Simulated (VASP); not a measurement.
**CoBr: single point with PBE+U**

Crystal: CoBr.

```xyz
2
Lattice="3.4980 0.0000 0.0000 -1.7490 3.0293 0.0000 0.0000 0.0000 4.5020" Properties=species:S:1:pos:R:3 pbc="T T T"
Co    0.0000    0.0000    0.0000
Br    0.0000    0.0000    2.2510
```

```
Program             : VASP 6.6.1
Task                : single point
Functional          : PBE
Potentials or basis : VASP PAW PBE potentials, release 64 (Co, Br)
Cutoff              : 520 eV
k mesh              : 11 × 11 × 8
Occupations         : fermi-dirac, width 0.05 eV
Spin                : collinear spin, ferromagnetic start
Starting moments    : [2.5, 0.0] μB
Hubbard terms       : Co d U = 4.0 eV
```

```
Pressure                                              : 1.6 GPa
Net moment                                            : 2.06 μB per cell
Site moments                                          : Co +2.08; Br +0.12 μB
Valence electrons inside the program's atomic spheres : Co 7.97; Br 4.93
```

Stress tensor (GPa, compression positive):
```
0.69 0.00 0.00
0.00 0.69 0.00
0.00 0.00 3.55
```

Levels at points of the mesh, in eV from the Fermi level:
Spin up:
| k point | band 7 | band 8 | band 9 | band 10 | band 11 | band 12 |
| --- | --- | --- | --- | --- | --- | --- |
| (0.00, 0.00, 0.00) | -3.13 | -1.65 | -1.65 | -0.83 | 6.90 | 10.37 |
| (0.00, 0.00, 0.50) | -3.13 | -0.80 | -0.80 | 4.41 | 5.66 | 8.17 |
Spin down:
```csv
k point,band 5,band 6,band 7,band 8,band 9,band 10
"(0.00, 0.00, 0.00)",-1.46,-0.49,-0.49,-0.29,-0.29,1.53
"(0.00, 0.00, 0.50)",-0.99,-0.27,-0.27,0.86,0.86,5.54
```

Eigenvalues of the final occupation matrices:
```
    site  spin  trace               eigenvalues
site 1 d     1   4.76  0.94 0.95 0.95 0.96 0.96
site 1 d     2   2.68  0.22 0.58 0.58 0.65 0.65
```

It took 80 s on 1 thread of AMD EPYC 9R45 96-Core Processor (Zen 5) (shared host), peak memory 0.24 GiB.

The state reached can hang on the start; a lower one may exist.
